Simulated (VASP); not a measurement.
# Zn2H (I4_1/amd) in VASP: notebook, part 2 of 2

VASP 6.6.1.

## (3) Single point, PBE

This run uses another cell than the first one, of 12.35 Å³/atom.

Contents of INCAR:

```
SYSTEM = Zn2H
PREC = Accurate
ENCUT = 520
EDIFF = 1E-7
ISMEAR = 0
SIGMA = 0.1
LREAL = .False.
LASPH = .True.
NELM = 80
ALGO = Normal
ISIF = 2
LWAVE = .False.
LCHARG = .False.
GGA = PE
NBANDS = 34
```

Contents of KPOINTS:

```
Automatic mesh
0
Gamma
  8 8 8
  0 0 0
```

Contents of POSCAR:

```
Zn2H
1.0
   -1.3822865660      1.3822865660      9.6920578536
    1.3822865660     -1.3822865660      9.6920578536
    1.3822865660      1.3822865660     -9.6920578536
Zn H
4 2
Direct
    0.4330016965      0.4330016965      0.0000000000
    0.1830016965      0.6830016965      0.5000000000
    0.3169983035      0.8169983035      0.5000000000
    0.5669983035      0.5669983035      0.0000000000
    0.0000000000      0.0000000000      0.0000000000
    0.7500000000      0.2500000000      0.5000000000
```

Potentials or basis: VASP PAW PBE potentials, release 64 (Zn, H).

On the command line:

```
$ cat potpaw_PBE.64/Zn/POTCAR potpaw_PBE.64/H/POTCAR > POTCAR
$ mpirun -np 1 vasp_std > vasp.out
```

OUTCAR:

```text
SYSTEM = Zn2H
   PREC = Accurate
   ENCUT = 520
   EDIFF = 1E-7
   ISMEAR = 0
   LREAL = .False.
   LASPH = .True.
   NELM = 80
   ISIF = 2
   GGA = PE

 ion  position               nearest neighbor table
   1  0.433  0.433  0.000-   4 2.60   3 2.64   3 2.64
   2  0.183  0.683  0.500-   3 2.60   4 2.64   4 2.64
   3  0.317  0.817  0.500-   2 2.60   1 2.64   1 2.64
   4  0.567  0.567  0.000-   1 2.60   2 2.64   2 2.64
   5  0.000  0.000  0.000-
   6  0.750  0.250  0.500-

  LATTYP: Found a body centered tetragonal cell.
 ALAT       =     2.7645731320
 C/A-ratio  =     7.0116125643

  Lattice vectors:

 A1 = (  -1.3822865660,   1.3822865660,   9.6920578536)
 A2 = (   1.3822865660,  -1.3822865660,   9.6920578536)
 A3 = (   1.3822865660,   1.3822865660,  -9.6920578536)

Analysis of symmetry for initial positions (statically):
=====================================================================
 Subroutine PRICEL returns:
 Original cell was already a primitive cell.

 Routine SETGRP: Setting up the symmetry group for a
 body centered tetragonal supercell.

 Subroutine GETGRP returns: Found 16 space group operations
 (whereof  8 operations were pure point group operations)
 out of a pool of 16 trial point group operations.

The static configuration has the point symmetry D_2d.
 The point group associated with its full space group is D_4h.

Analysis of symmetry for dynamics (positions and initial velocities):
=====================================================================
 Subroutine PRICEL returns:
 Original cell was already a primitive cell.

 Routine SETGRP: Setting up the symmetry group for a
 body centered tetragonal supercell.

 Subroutine GETGRP returns: Found 16 space group operations
 (whereof  8 operations were pure point group operations)
[... 130 lines left out ...]
     AMIX     =   0.40;   BMIX     =  1.00
     AMIX_MAG =   1.60;   BMIX_MAG =  1.00
  volume/ion in A,a.u.               =      12.35        83.31
  Fermi-wavevector in a.u.,A,eV,Ry     =   1.436065  2.713769 28.059061  2.062283
  Thomas-Fermi vector in A             =   2.555294
   LORBIT       =      0    0 simple, 1 ext, 2 COOP (PROOUT), +10 PAW based schemes
   GGA     = PE    functional components
   LHFCALC =     F    Hartree Fock is set to
   AEXX    =    0.0000 exact exchange contribution
   IVDW    =     0    specifies the selected vdW correction
   LEPSILON=     F    determine dielectric tensor
   LRPA    =     F    only Hartree local field effects (RPA)
 non-spin polarized calculation
 Gauss-broadening in eV      SIGMA  =   0.10
  energy-cutoff  :      520.00
  volume of cell :       74.08
 maximum number of plane-waves:      2020
 NGX is ok and might be reduce to    80
   NGX = 37   NGY = 37   NGZ = 37

 number of electron      50.0000026 magnetization

 Free energy of the ion-electron system (eV)
  ---------------------------------------------------
  ext. energy  EPLUGINS =         0.00000000
  ---------------------------------------------------
  free energy    TOTEN  =        -8.45301168 eV

  energy without entropy =       -8.44920331  energy(sigma->0) =       -8.45110749

 E-fermi :   2.2942     XC(G=0): -10.9577

 val. band max:        2.2511067105   @ k =   0.5000   0.2500   0.0000
 cond. band min:       2.2999688473   @ k =  -0.2500   0.2500   0.0000
 fundamental gap:      0.0488621369
 Fermi energy:         2.2942459666

 k-point     1 :       0.0000    0.0000    0.0000
  band No.  band energies     occupation
      1      -7.9687      2.00000
      2      -6.9473      2.00000
      3      -5.7482      2.00000
      4      -5.5716      2.00000
      5      -5.5468      2.00000
      6      -5.5459      2.00000
[... 877 lines left out ...]
     33      10.4362      0.00000
     34      10.5271      0.00000

 [... further k-points ...]

------------------------ aborting loop because EDIFF is reached ----------------------------------------

  FORCE on cell =-STRESS in cart. coord.  units (eV):
  Direction    XX          YY          ZZ          XY          YZ          ZX
  --------------------------------------------------------------------------------------
  -------------------------------------------------------------------------------------
  Total        0.0618524      0.0618524      0.1298402      0.0000000      0.0000000     -0.0000000
  in kB        1.3378110      1.3378110      2.8083258      0.0000000      0.0000000     -0.0000000
  external PRESSURE =       1.8279826 kB  Pullay stress =       0.0000000 kB

 VOLUME and BASIS-vectors are now :
 -----------------------------------------------------------------------------
  energy-cutoff  :      520.00
  volume of cell :       74.08
      direct lattice vectors                 reciprocal lattice vectors
    -1.382286566  1.382286566  9.692057854     0.000000000  0.361719496  0.051588631
     1.382286566 -1.382286566  9.692057854     0.361719496  0.000000000  0.051588631
     1.382286566  1.382286566 -9.692057854     0.361719496  0.361719496  0.000000000

 POSITION                                       TOTAL-FORCE (eV/Angst)
 -----------------------------------------------------------------------------------
      0.00000      0.00000      8.39335         0.000000      0.000000     -0.001800
      1.38229      0.00000      3.54733         0.000000      0.000000     -0.001800
      1.38229      0.00000      6.14473         0.000000      0.000000      0.001800
      0.00000      0.00000     10.99076        -0.000000     -0.000000      0.001800
      0.00000      0.00000      0.00000        -0.000000     -0.000000     -0.000000
      0.00000      1.38229      4.84603        -0.000000     -0.000000     -0.000000
 -----------------------------------------------------------------------------------
    total drift:                               -0.000000     -0.000000      0.000000

  FREE ENERGIE OF THE ION-ELECTRON SYSTEM (eV)
  ---------------------------------------------------
  free  energy   TOTEN  =        -8.4530116794 eV

  energy  without entropy=       -8.4492033076  energy(sigma->0) =       -8.45110749
```

Wall time 14 min (1 thread of Intel Xeon 6975P-C (Granite Rapids), shared host); peak memory 0.9 GiB.

What came out:

```yaml
Free_energy: -8.4530 eV
Pressure: 0.2 GPa
Band_gap_on_the_k_mesh: zero (bands 25 and 26 overlap by 3.17 eV)
```

## (4) Relaxation of cell and atoms, PBE

Contents of INCAR:

```
PREC     = Accurate       # precision mode
ENCUT    = 600            # plane-wave cutoff, eV
EDIFF    = 1E-7           # SCF threshold, eV
ISMEAR   = 0              # smearing method
SIGMA    = 0.1            # smearing width, eV
LREAL    = F              # projectors in reciprocal space
LASPH    = T              # aspherical terms in the spheres
NELM     = 80             # most SCF steps
ALGO     = Normal         # electronic algorithm
ISIF     = 3              # what is computed and relaxed
LWAVE    = F              # write WAVECAR
LCHARG   = F              # write CHGCAR
GGA      = PE             # functional
IBRION   = 2              # ionic algorithm
NSW      = 90             # ionic steps
EDIFFG   = -0.04          # ionic threshold
```

Contents of KPOINTS:

```
regular mesh
0
Gamma
  8 8 8
```

Contents of POSCAR:

```
Zn2H
1.0
   -1.7076392659      1.7076392659      5.9374195124
    1.7076392659     -1.7076392659      5.9374195124
    1.7076392659      1.7076392659     -5.9374195124
Zn H
4 2
Direct
    0.4165000000      0.4165000000      0.0000000000
    0.1665000000      0.6665000000      0.5000000000
    0.3335000000      0.8335000000      0.5000000000
    0.5835000000      0.5835000000      0.0000000000
    0.0000000000      0.0000000000      0.0000000000
    0.7500000000      0.2500000000      0.5000000000
```

On the command line:

```
$ cat potpaw_PBE.64/Zn/POTCAR potpaw_PBE.64/H/POTCAR > POTCAR
$ mpirun -np 1 vasp_std > vasp.out
```

Run time: 52 min. Hardware: 1 thread of Intel Xeon 6975P-C (Granite Rapids), shared host; peak memory 0.52 GiB.

It converged, with:

| Quantity | Value |
| --- | --- |
| Free energy | -8.3448 eV |
| Relaxed volume | 12.28 Å³/atom |
| Relaxed cell | a = 9.651 Å, b = 9.651 Å, c = 9.651 Å, α = 163.36°, β = 163.36°, γ = 23.62° |
| Space group after relaxing (to 0.1 Å) | I4_1/amd (No. 141) |
| Energy gained by relaxing | 1384.7 meV/atom |
| Ionic steps | 22 |
| Pressure after relaxing | 0.0 GPa |
| Largest force after relaxing | 0.019 eV/Å |
| Band gap on the k mesh | zero (bands 25 and 26 overlap by 3.19 eV) |

Forces in eV/Å, atoms in the order of the input:
```
Zn   0.000  0.000 -0.019
Zn   0.000  0.000 -0.019
Zn   0.000  0.000  0.019
Zn   0.000  0.000  0.019
H    0.000  0.000  0.000
H    0.000  0.000  0.000
```

Stress tensor (GPa, compression positive):
```
-0.01  0.00  0.00
 0.00 -0.01  0.00
 0.00  0.00 -0.09
```

Step by step:
```
step  energy change (eV)  largest force (eV/Å)  pressure (GPa)  volume (Å³)
   1              0.0000                0.2310           57.29        69.25
   2             -5.7881                0.9137           -1.22       118.81
   3             -5.7896                0.9922            0.13       114.13
   4             -5.7943                0.9515           -0.57       116.56
   5             -5.9733                0.5654           -1.29       116.20
   6             -6.1430                0.3839           -1.93       115.46
   7             -6.2628                0.4060           -2.18       113.94
   8             -6.6537                0.5368           -3.04       109.11
   9             -7.3221                1.2781           -4.33        98.40
  10             -6.4073                3.3705            6.81        74.23
  11             -7.2792                1.9949           -3.45        94.22
  12             -7.4781                1.6512           -4.31        91.56
  13             -7.8184                0.8888           -5.76        83.14
  14             -7.9530                0.8821           -4.53        81.00
  15             -8.2124                0.7624           -0.31        74.78
  16             -7.7402                0.5561           16.61        63.21
  17             -8.2227                0.7744            1.77        72.68
  18             -8.2259                0.6899            3.09        71.41
  19             -8.2899                0.1143            2.33        71.60
  20             -8.2934                0.0367            2.20        71.67
  21             -8.3066                0.0003            0.75        72.95
  22             -8.3083                0.0190           -0.04        73.68
```

Final structure:
```cif
data_structure
_symmetry_space_group_name_H-M 'P 1'
_symmetry_Int_Tables_number 1
_cell_length_a 9.6506
_cell_length_b 9.6506
_cell_length_c 9.6506
_cell_angle_alpha 163.360
_cell_angle_beta 163.360
_cell_angle_gamma 23.617
_cell_volume 73.68
loop_
_atom_site_label
_atom_site_type_symbol
_atom_site_fract_x
_atom_site_fract_y
_atom_site_fract_z
_atom_site_occupancy
Zn1 Zn 0.43296 0.43296 0.00000 1
Zn2 Zn 0.18296 0.68296 0.50000 1
Zn3 Zn 0.31704 0.81704 0.50000 1
Zn4 Zn 0.56704 0.56704 0.00000 1
H1 H 0.00000 0.00000 0.00000 1
H2 H 0.75000 0.25000 0.50000 1
```

Levels at points of the mesh, in eV from the Fermi level:
```
           k point  band 23  band 24  band 25  band 26  band 27  band 28
(0.00, 0.00, 0.00)    -6.87    -4.04    -1.58     4.44     5.89     7.09
(0.50, 0.00, 0.00)    -3.98    -3.35    -2.14    -1.63     0.08     0.87
(0.50, 0.50, 0.00)     0.13     0.13     0.26     0.26     1.41     1.41
(0.50, 0.50, 0.50)    -5.96    -5.96     1.14     1.14     6.96     6.96
```

Caveat: a cell axis changed by over 15 % at a fixed basis, so the end point is rough.

## (5) The runs side by side

| task | cell | cutoff (eV) | gap on the mesh (eV) | pressure (GPa) | largest force (eV/Å) |
| --- | --- | --- | --- | --- | --- |
| single point | a = 6.410 Å, angles 149.1, 149.1, 44.3°, 6 atoms, atomic positions A | 520 | none | 57.3 | 0.23 |
| single point | a = 9.887 Å, angles 163.9, 163.9, 22.8°, 6 atoms, atomic positions B | 520 | none | 0.2 | - |
| relaxation of cell and atoms | relaxed from a = 6.410 Å, angles 149.1, 149.1, 44.3°, 6 atoms, atomic positions A | 600 | none | 0.0 | 0.02 |

Alike in all rows: level PBE; potentials or basis VASP PAW PBE potentials, release 64 (Zn, H); no spin polarisation; k mesh 8 × 8 × 8; smearing gaussian 0.1 eV.

Caveats: the cell stands under pressure (at least some runs); a cell axis changed by over 15 % at a fixed basis, so the end point is rough (at least some runs).

Absolute energies hang on the potentials; compare differences alone.
